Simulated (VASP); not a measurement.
# KBe2Cl5 (P1) in VASP: single point with r2SCAN

Aim: the single point of KBe2Cl5 with r2SCAN.

All numbers are computed with VASP 6.6.1; they aren't measurements. Logs are shortened: lines on timing, memory, paths and dates and some standing lists are left out, and cuts for length are marked.

## Step 1: The cell of the first run

The typed cell holds 8 atoms: a = 5.496 Å, b = 5.534 Å, c = 7.293 Å, α = 88.97°, β = 89.30°, γ = 60.89°.

## Step 2: Single point, r2SCAN

POSCAR

```
KBe2Cl5
1.0
    4.7325390000      2.7942210000      0.0000000000
    4.7764370000     -2.7942210000      0.0000000000
    0.1272750000     -0.0410030000     -7.2913710000
Cl Be K
5 2 1
Direct
    0.3230000000      0.3150000000      0.2000000000
    0.5840000000      0.9160000000      0.4750000000
    0.6610000000      0.6730000000      0.8250000000
    0.0340000000      0.3660000000      0.5330000000
    0.4700000000      0.4800000000      0.5300000000
    0.6950000000      0.6050000000      0.5870000000
    0.3600000000      0.2600000000      0.4370000000
    0.0000000000      0.0000000000      0.0000000000
```

INCAR.step1

```
PREC = Accurate
ENCUT = 660
ISMEAR = -1
SIGMA = 0.0388
LREAL = False
LASPH = True
NELM = 120
NBANDS = 34
GGA = PE
ALGO = Normal
EDIFF = 1E-5
LWAVE = True
LCHARG = False
GGA_COMPAT = False
```

INCAR.step2

```
PREC = Accurate
ENCUT = 660
EDIFF = 1E-6
ISMEAR = -1
SIGMA = 0.0388
LREAL = False
LASPH = True
NELM = 120
ALGO = Normal
ISIF = 2
LWAVE = False
LCHARG = False
METAGGA = R2SCAN
LMIXTAU = True
NBANDS = 34
ISTART = 1
GGA_COMPAT = False
```

KPOINTS

```
Automatic mesh
0
Gamma
  4 4 3
  0 0 0.5
```

Potentials or basis: VASP PAW PBE potentials, release 64 (Cl, Be, K_sv).

On the command line:

```
cat potpaw_PBE.64/Cl/POTCAR potpaw_PBE.64/Be/POTCAR potpaw_PBE.64/K_sv/POTCAR > POTCAR
cp INCAR.step1 INCAR
mpirun -np 1 vasp_std > vasp.out
cp INCAR.step2 INCAR
mpirun -np 1 vasp_std > vasp.out
```

OUTCAR:

```text
PREC = Accurate
   ENCUT = 660
   EDIFF = 1E-6
   ISMEAR = -1
   LREAL = False
   LASPH = True
   NELM = 120
   ISIF = 2
   METAGGA = R2SCAN
   ISTART = 1

 ion  position               nearest neighbor table
   1  0.323  0.315  0.200-   7 1.75
   2  0.584  0.916  0.475-   7 1.71   6 1.72
   3  0.661  0.673  0.825-   6 1.77
   4  0.034  0.366  0.533-   6 1.73   7 1.73
   5  0.470  0.480  0.530-   6 1.74   7 1.75
   6  0.695  0.605  0.587-   2 1.72   4 1.73   5 1.74   3 1.77
   7  0.360  0.260  0.437-   2 1.71   4 1.73   1 1.75   5 1.75
   8  0.000  0.000  0.000-

  LATTYP: Found a triclinic cell.
 ALAT       =     5.5337167810
 B/A-ratio  =     2.1472018330
 C/A-ratio  =     1.0099205708
 COS(alpha) =     0.0027512672
 COS(beta)  =     0.5117090987
 COS(gamma) =     0.6797780009

  Lattice vectors:

 A1 = (   4.7764370000,  -2.7942210000,   0.0000000000)
 A2 = (   9.3817010000,   0.0410030000,   7.2913710000)
 A3 = (   0.0438980000,  -5.5884420000,   0.0000000000)

Analysis of symmetry for initial positions (statically):
=====================================================================
 Subroutine PRICEL returns:
 Original cell was already a primitive cell.

 Routine SETGRP: Setting up the symmetry group for a
 triclinic supercell.

 Subroutine GETGRP returns: Found  1 space group operations
 (whereof  1 operations were pure point group operations)
 out of a pool of  2 trial point group operations.

The static configuration has the point symmetry C_1 .

Analysis of symmetry for dynamics (positions and initial velocities):
=====================================================================
 Subroutine PRICEL returns:
 Original cell was already a primitive cell.

 Routine SETGRP: Setting up the symmetry group for a
 triclinic supercell.

 Subroutine GETGRP returns: Found  1 space group operations
 (whereof  1 operations were pure point group operations)
 out of a pool of  2 trial point group operations.

The dynamic configuration has the point symmetry C_1 .

 Subroutine INISYM returns: Found  1 space group operations
 (whereof  1 operations are pure point group operations),
 and found     1 'primitive' translations

----------------------------------------------------------------------------------------

                                     Primitive cell

  volume of cell :     193.7330

  direct lattice vectors                    reciprocal lattice vectors
     4.732539000  2.794221000  0.000000000     0.105163795  0.179766826  0.000824775
     4.776437000 -2.794221000  0.000000000     0.105163795 -0.178114673  0.002837321
     0.127275000 -0.041003000 -7.291371000     0.000000000  0.000000000 -0.137148418

  length of vectors
     5.495870848  5.533716781  7.292597016     0.208269575  0.206863024  0.137148418

  position of ions in fractional coordinates (direct lattice)
     0.323000000  0.315000000  0.200000000
     0.584000000  0.916000000  0.475000000
     0.661000000  0.673000000  0.825000000
     0.034000000  0.366000000  0.533000000
     0.470000000  0.480000000  0.530000000
     0.695000000  0.605000000  0.587000000
     0.360000000  0.260000000  0.437000000
     0.000000000  0.000000000  0.000000000

  ion indices of the primitive-cell ions
   primitive index   ion index
                 1           1
                 2           2
                 3           3
                 4           4
                 5           5
                 6           6
                 7           7
                 8           8

----------------------------------------------------------------------------------------

 KPOINTS: Automatic mesh

Automatic generation of k-mesh.
 Grid dimensions read from file:
 generate k-points for:    4    4    3

 Generating k-lattice:

  Cartesian coordinates                     Fractional coordinates (reciprocal lattice)
     0.026290949  0.044941706  0.000206194     0.250000000  0.000000000  0.000000000
     0.026290949 -0.044528668  0.000709330     0.000000000  0.250000000  0.000000000
     0.000000000  0.000000000 -0.045716139     0.000000000  0.000000000  0.333333333

  Length of vectors
     0.052067394  0.051715756  0.045716139

  Shift w.r.t. Gamma in fractional coordinates (k-lattice)
     0.000000000  0.000000000  0.500000000

 Subroutine IBZKPT returns following result:
 ===========================================

 Found     26 irreducible k-points:

 Following reciprocal coordinates:
            Coordinates               Weight
  0.000000  0.000000  0.166667      2.000000
  0.250000  0.000000  0.166667      2.000000
  0.500000  0.000000  0.166667      2.000000
 -0.250000  0.000000  0.166667      2.000000
  0.000000  0.250000  0.166667      2.000000
  0.250000  0.250000  0.166667      2.000000
[... 16 lines left out ...]
 -0.250000  0.250000  0.500000      2.000000
  0.000000  0.500000  0.500000      1.000000
 [... further k-points ...]
   k-points           NKPTS =     26   k-points in BZ     NKDIM =     26   number of bands    NBANDS=     34
   number of dos      NEDOS =    301   number of ions     NIONS =      8
   total plane-waves  NPLWV = 147456
   dimension x,y,z NGX =    48 NGY =   48 NGZ =   64
   dimension x,y,z NGXF=    96 NGYF=   96 NGZF=  128
   ions per type =               5   2   1
   NGX,Y,Z   is equivalent  to a cutoff of  14.52, 14.42, 14.59 a.u.
   NGXF,Y,Z  is equivalent  to a cutoff of  29.04, 28.84, 29.18 a.u.
 SYSTEM =  unknown system
   PREC   = accura    normal or accurate (medium, high low for compatibility)
   ISTART =      1    job   : 0-new  1-cont  2-samecut
   ICHARG =      0    charge: 1-file 2-atom 10-const
   ISPIN  =      1    spin polarized calculation?
   LNONCOLLINEAR =      F non collinear calculations
   LSORBIT =      F    spin-orbit coupling
   LASPH  =      T    aspherical Exc in radial PAW
   ENCUT  =  660.0 eV  48.51 Ry    6.96 a.u.  11.51 11.59 15.28*2*pi/ulx,y,z
   NELM   =    120;   NELMIN=  2; NELMDL=  0     # of ELM steps
   EDIFF  = 0.1E-05   stopping-criterion for ELM
   LREAL  =      F    real-space projection
   EDIFFG = 0.1E-04   stopping-criterion for IOM
   NSW    =      0    number of steps for IOM
   IBRION =     -1    ionic relax: 0-MD 1-quasi-New 2-CG
   NFREE  =      0    steps in history (QN), initial steepest desc. (CG)
   ISIF   =      2    stress and relaxation
   ISYM   =      2    0-nonsym 1-usesym 2-fastsym
   POTIM  = 0.5000    time-step for ionic-motion
   TEBEG  =    0.0;   TEEND  =   0.0 temperature during run
   PSTRESS=    0.0 pullay stress
   NELECT =      48.0000    total number of electrons
   NUPDOWN=      -1.0000    fix difference up-down
   EMIN   =  10.00;   EMAX   =-10.00  energy-range for DOS
   EFERMI =   0.00;   METHOD = LEGACY
   ISMEAR =    -1;   SIGMA  =   0.04  broadening in eV -4-tet -1-fermi 0-gaus
   EFERMI_NEDOS =   21; number of points for ismear=-14 and -15
   IALGO  =     38    algorithm
   IMIX   =      4    mixing-type and parameters
     AMIX     =   0.40;   BMIX     =  1.00
     AMIX_MAG =   1.60;   BMIX_MAG =  1.00
  volume/ion in A,a.u.               =      24.22       163.42
  Fermi-wavevector in a.u.,A,eV,Ry     =   1.028223  1.943060 14.384660  1.057243
  Thomas-Fermi vector in A             =   2.162208
   LORBIT       =      0    0 simple, 1 ext, 2 COOP (PROOUT), +10 PAW based schemes
   METAGGA = R2SCAN    functional components
   LHFCALC =     F    Hartree Fock is set to
   AEXX    =    0.0000 exact exchange contribution
   IVDW    =     0    specifies the selected vdW correction
   LEPSILON=     F    determine dielectric tensor
   LRPA    =     F    only Hartree local field effects (RPA)
 non-spin polarized calculation
  energy-cutoff  :      660.00
  volume of cell :      193.73
 maximum number of plane-waves:      7482
 NGX is ok and might be reduce to    48
   NGX = 23   NGY = 23   NGZ = 31

 number of electron      48.0000001 magnetization

 Free energy of the ion-electron system (eV)
  ---------------------------------------------------
  ext. energy  EPLUGINS =         0.00000000
  ---------------------------------------------------
  free energy    TOTEN  =       -52.63639095 eV

  energy without entropy =      -52.63639095  energy(sigma->0) =      -52.63639095

 E-fermi :   0.3809     XC(G=0):  -7.8842

 val. band max:       -0.5062484797   @ k =   0.5000   0.0000   0.1667
 cond. band min:       5.0515067995   @ k =   0.0000   0.0000   0.1667
 fundamental gap:      5.5577552792
 Fermi energy:         0.3808700613

 k-point     1 :       0.0000    0.0000    0.1667
  band No.  band energies     occupation
      1     -30.2358      2.00000
      2     -17.5273      2.00000
      3     -15.8016      2.00000
      4     -15.5104      2.00000
      5     -14.8136      2.00000
      6     -14.4700      2.00000
[... 26 lines left out ...]
     33       9.1647      0.00000
     34       9.2537      0.00000

 k-point     2 :       0.2500    0.0000    0.1667
  band No.  band energies     occupation
      1     -30.2357      2.00000
      2     -17.3464      2.00000
      3     -16.0645      2.00000
      4     -15.6286      2.00000
      5     -14.7152      2.00000
      6     -14.4941      2.00000
[... 26 lines left out ...]
     33       9.0958      0.00000
     34       9.3581      0.00000

 k-point     3 :       0.5000    0.0000    0.1667
  band No.  band energies     occupation
      1     -30.2355      2.00000
      2     -17.0153      2.00000
      3     -16.5146      2.00000
      4     -15.6719      2.00000
      5     -14.6393      2.00000
      6     -14.5254      2.00000
[... 26 lines left out ...]
     33       8.9864      0.00000
     34       9.2571      0.00000

 k-point     4 :      -0.2500    0.0000    0.1667
  band No.  band energies     occupation
      1     -30.2357      2.00000
      2     -17.3463      2.00000
      3     -16.0651      2.00000
      4     -15.6287      2.00000
      5     -14.7152      2.00000
      6     -14.4920      2.00000
[... 26 lines left out ...]
     33       9.1045      0.00000
     34       9.2619      0.00000

 k-point     5 :       0.0000    0.2500    0.1667
  band No.  band energies     occupation
      1     -30.2357      2.00000
      2     -17.3533      2.00000
      3     -16.1243      2.00000
      4     -15.5423      2.00000
      5     -14.7048      2.00000
      6     -14.5060      2.00000
[... 621 lines left out ...]
 k-point    22 :       0.5000    0.2500    0.5000
  band No.  band energies     occupation
      1     -30.2355      2.00000
      2     -17.0452      2.00000
      3     -16.4248      2.00000
      4     -15.7452      2.00000
      5     -14.6550      2.00000
      6     -14.5024      2.00000
[... 26 lines left out ...]
     33       9.1691      0.00000
     34       9.4102      0.00000

 k-point    23 :      -0.2500    0.2500    0.5000
  band No.  band energies     occupation
      1     -30.2356      2.00000
      2     -17.0288      2.00000
      3     -16.5297      2.00000
      4     -15.6283      2.00000
      5     -14.6425      2.00000
      6     -14.5247      2.00000
[... 26 lines left out ...]
     33       9.2934      0.00000
     34       9.3476      0.00000

 k-point    24 :       0.0000    0.5000    0.5000
  band No.  band energies     occupation
      1     -30.2356      2.00000
      2     -17.0283      2.00000
      3     -16.5748      2.00000
      4     -15.5645      2.00000
      5     -14.6275      2.00000
      6     -14.5389      2.00000
[... 26 lines left out ...]
     33       9.1878      0.00000
     34       9.4030      0.00000

 [... further k-points ...]

------------------------ aborting loop because EDIFF is reached ----------------------------------------

  FORCE on cell =-STRESS in cart. coord.  units (eV):
  Direction    XX          YY          ZZ          XY          YZ          ZX
  --------------------------------------------------------------------------------------
  -------------------------------------------------------------------------------------
  Total       27.3856361     28.7175814     26.2570686     -0.6068206     -0.2426671      0.8324687
  in kB      226.4799266    237.4951487    217.1466439     -5.0184224     -2.0068635      6.8845376
  external PRESSURE =     227.0405731 kB  Pullay stress =       0.0000000 kB

 VOLUME and BASIS-vectors are now :
 -----------------------------------------------------------------------------
  energy-cutoff  :      660.00
  volume of cell :      193.73
      direct lattice vectors                 reciprocal lattice vectors
     4.732539000  2.794221000  0.000000000     0.105163795  0.179766826  0.000824775
     4.776437000 -2.794221000  0.000000000     0.105163795 -0.178114673  0.002837321
     0.127275000 -0.041003000 -7.291371000     0.000000000  0.000000000 -0.137148418

 POSITION                                       TOTAL-FORCE (eV/Angst)
 -----------------------------------------------------------------------------------
      3.05864      0.01415     -1.45827         0.285512     -0.806843      5.867214
      7.19947     -0.94716     -3.46340         1.971326      1.974277      2.557728
      6.44775     -0.06736     -6.01538         0.508176     -0.593131     -5.258591
      1.97692     -0.94954     -3.88630        -2.788448      1.834201     -1.392740
      4.58444     -0.04967     -3.86443        -0.464578     -1.881695     -1.111711
      6.25357      0.22741     -4.28003        -0.144233     -0.009845     -1.488922
      3.00121      0.26150     -3.18633         0.644643     -0.512410      0.838508
      0.00000      0.00000      0.00000        -0.012397     -0.004554     -0.011487
 -----------------------------------------------------------------------------------
    total drift:                               -0.001503     -0.000574     -0.000435

  FREE ENERGIE OF THE ION-ELECTRON SYSTEM (eV)
  ---------------------------------------------------
  free  energy   TOTEN  =       -52.6363909457 eV

  energy  without entropy=      -52.6363909456  energy(sigma->0) =      -52.63639095
```

Run time: 17 min. Hardware: 1 thread of Intel Xeon 8259CL, shared host; peak memory 0.52 GiB.

Results:

```yaml
Free_energy: -52.6364 eV
Pressure: 22.7 GPa
Largest_force: 5.929 eV/Å
Band_gap_on_the_k_mesh: 5.56 eV (least direct gap 5.59 eV)
```

Forces on the atoms (eV/Å):
```
Cl   0.286 -0.807  5.867
Cl   1.971  1.974  2.558
Cl   0.508 -0.593 -5.259
Cl  -2.788  1.834 -1.393
Cl  -0.465 -1.882 -1.112
Be  -0.144 -0.010 -1.489
Be   0.645 -0.512  0.839
K   -0.012 -0.005 -0.011
```

Levels at points of the mesh, in eV from the valence-band top:
| k point | band 20 | band 21 | band 22 | band 23 | band 24 | band 25 | band 26 | band 27 | band 28 | band 29 |
| --- | --- | --- | --- | --- | --- | --- | --- | --- | --- | --- |
| (0.00, 0.00, 0.50) | -1.09 | -0.94 | -0.59 | -0.21 | -0.12 | 6.18 | 6.53 | 7.32 | 7.70 | 7.85 |
| (0.50, 0.00, 0.50) | -1.19 | -0.72 | -0.40 | -0.32 | -0.08 | 6.65 | 7.46 | 7.75 | 8.00 | 8.34 |
| (0.00, 0.50, 0.50) | -1.16 | -0.58 | -0.40 | -0.22 | -0.06 | 6.62 | 7.37 | 7.67 | 7.89 | 8.43 |
| (0.50, 0.50, 0.50) | -1.13 | -0.80 | -0.45 | -0.33 | -0.30 | 7.03 | 7.42 | 7.65 | 8.11 | 8.36 |

Caveat: the cell stands under pressure; the PAW data sets were made with another functional, which shifts forces and pressure a little; a shifted mesh leaves out Γ, where band edges can lie. A k mesh can miss the band edges.
